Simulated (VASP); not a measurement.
Wanted: the native input for a VASP 6.6.1 run.

| Quantity | Value |
| --- | --- |
| Task | single point |
| Functional | PBEsol |
| Potentials or basis | VASP PAW PBE potentials, release 64 (Fe_sv, O) |
| Cutoff | 600 eV |
| k mesh | 8 × 8 × 8 |
| Occupations | gaussian, width 0.05 eV |
| Spin | collinear spin, ferromagnetic start |
| Starting moments | [3.84, 0.21] μB |
| Hubbard terms | Fe d U = 5.0 eV |
| Dipole correction | no |
| Second run | valence_matched |
| Further INCAR settings | ALGO = Normal; EDIFF = 1e-06; NBANDS = 22 |

The structure of FeO lies in POSCAR:

```
FeO
1.0
    0.0000000000      2.1554001600      2.1554001600
    2.1554001600      0.0000000000      2.1554001600
    2.1554001600      2.1554001600      0.0000000000
Fe O
1 1
Direct
    0.0000000000      0.0000000000      0.0000000000
    0.5000000000      0.5000000000      0.5000000000
```

The input as run:

INCAR

```
SYSTEM = FeO
PREC = Accurate
ENCUT = 600
EDIFF = 1E-6
ISMEAR = 0
SIGMA = 0.05
LREAL = .FALSE.
LASPH = .TRUE.
NELM = 200
ALGO = Normal
ISIF = 2
LWAVE = .FALSE.
LCHARG = .FALSE.
ISPIN = 2
MAGMOM = 3.84 0.21
LORBIT = 11
LMAXMIX = 4
LDAU = .TRUE.
LDAUTYPE = 2
LDAUL = 2 -1
LDAUU = 5 0
LDAUJ = 0 0
LDAUPRINT = 1
GGA = PS
NBANDS = 22
GGA_COMPAT = .FALSE.
```

KPOINTS

```
regular mesh
0
G
  8 8 8
  0 0 0
```

Potentials or basis: VASP PAW PBE potentials, release 64 (Fe_sv, O).

Launch:

```bash
$ cat potpaw_PBE.64/Fe_sv/POTCAR potpaw_PBE.64/O/POTCAR > POTCAR
$ mpirun -np 1 vasp_std > vasp.out
```

It gave:

* Pressure: -9.1 GPa
* Band gap on the k mesh: zero (filled and empty bands overlap)
* Net moment: 4.00 μB per cell
* Site moments: Fe +3.68; O +0.21 μB
* Valence electrons inside the program's atomic spheres: Fe 13.60; O 4.99

Caveat: the PAW data sets were made with another functional, which shifts forces and pressure a little; a cell with one magnetic atom can't hold antiferromagnetic order, which such compounds often take.

Run time: 19 s on 1 thread of AMD EPYC 9R45 96-Core Processor (Zen 5), on a shared host, peak memory 0.13 GiB.
